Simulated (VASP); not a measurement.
A run of VASP 6.6.1 is set up as follows.

File INCAR:

```
ALGO     = Normal         # electronic algorithm
EDIFF    = 1E-8           # SCF threshold, eV
ENCUT    = 520            # plane-wave cutoff, eV
ISIF     = 2              # what is computed and relaxed
ISMEAR   = -1             # smearing method
LASPH    = True           # aspherical terms in the spheres
LCHARG   = False          # write CHGCAR
LEFG     = True         
LREAL    = False          # projectors in reciprocal space
LWAVE    = False          # write WAVECAR
NBANDS   = 36             # bands
NELM     = 80             # most SCF steps
PREC     = Accurate       # precision mode
SIGMA    = 0.03           # smearing width, eV
```

Contents of KPOINTS:

```
k-points
0
Gamma
  10 10 10
```

File POSCAR:

```
TiRh3
1.0
    3.8984400000      0.0000000000      0.0000000000
    0.0000000000      3.8984400000      0.0000000000
    0.0000000000      0.0000000000      3.8220000000
Ti Rh
1 3
Direct
    0.0000000000      0.0000000000      0.0000000000
    0.0000000000      0.5000000000      0.5000000000
    0.5000000000      0.0000000000      0.5000000000
    0.5000000000      0.5000000000      0.0000000000
```

Potentials or basis: VASP PAW LDA potentials, release 64 (Ti_sv, Rh_pv).

The run is started by

```console
$ cat potpaw_LDA.64/Ti_sv/POTCAR potpaw_LDA.64/Rh_pv/POTCAR > POTCAR
$ mpirun -np 1 vasp_std > vasp.out
```

Estimate the band gap on the k mesh.

zero (an odd number of electrons rules out a gap without spin polarisation).

Predict the pressure.

-17.8 GPa.

Stress tensor (GPa, compression positive):
```
-18.92   0.00   0.00
  0.00 -18.92   0.00
  0.00   0.00 -15.63
```

Caveat: the cell differs from its parent crystal (equal xx and yy strain of +2 %); the cell stands under tension; without QUAD_EFG the Cq values of the log hold for a quadrupole moment of 1 mb, not for the nuclei.
